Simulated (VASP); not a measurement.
# Ir: single point with LDA

The system is Ir.

```xyz
4
Lattice="0.0000 3.6795 3.6795 3.6795 0.0000 3.6795 3.6795 3.6795 0.0000" Properties=species:S:1:pos:R:3 pbc="T T T"
Ir    4.5994    4.5994    4.5994
Ir    4.5994    2.7596    2.7596
Ir    2.7596    2.7596    4.5994
Ir    2.7596    4.5994    2.7596
```

```yaml
Program: VASP 6.6.1
Task: single point
Functional: LDA
Potentials_or_basis: VASP PAW LDA potentials, release 64 (Ir)
Cutoff: 500 eV
k_mesh: 6 × 6 × 6
Occupations: methfessel-paxton, width 0.1 eV
Spin: no spin polarisation
Dipole_correction: no
Further_INCAR_settings: ALGO = Normal; EDIFF = 1e-06; NBANDS = 26
```

```yaml
Pressure: -13.9 GPa
Band_gap_on_the_k_mesh: zero (band 18 reaches 2.91 eV, above the bottom of band 19 at 2.16 eV)
```

Levels at points of the mesh, in eV from the Fermi level:
```csv
k point,band 14,band 15,band 16,band 17,band 18,band 19,band 20,band 21,band 22,band 23
"(0.00, 0.00, 0.00)",0.10,0.10,0.10,0.32,0.32,2.04,2.80,2.80,2.80,3.83
"(0.50, 0.00, 0.00)",-1.63,-1.31,-1.31,0.00,0.00,0.01,0.26,0.26,2.80,3.52
"(0.50, 0.50, 0.00)",-1.82,-1.79,-1.79,-1.06,-1.06,-0.03,-0.03,0.20,0.20,4.36
```

Wall time 20 s on 1 thread of Intel(R) Xeon(R) Platinum 8488C (Sapphire Rapids), with other jobs on the host, peak memory 0.19 GiB.

Caveat: spin-orbit coupling is left out, which moves the levels of the heavy elements.
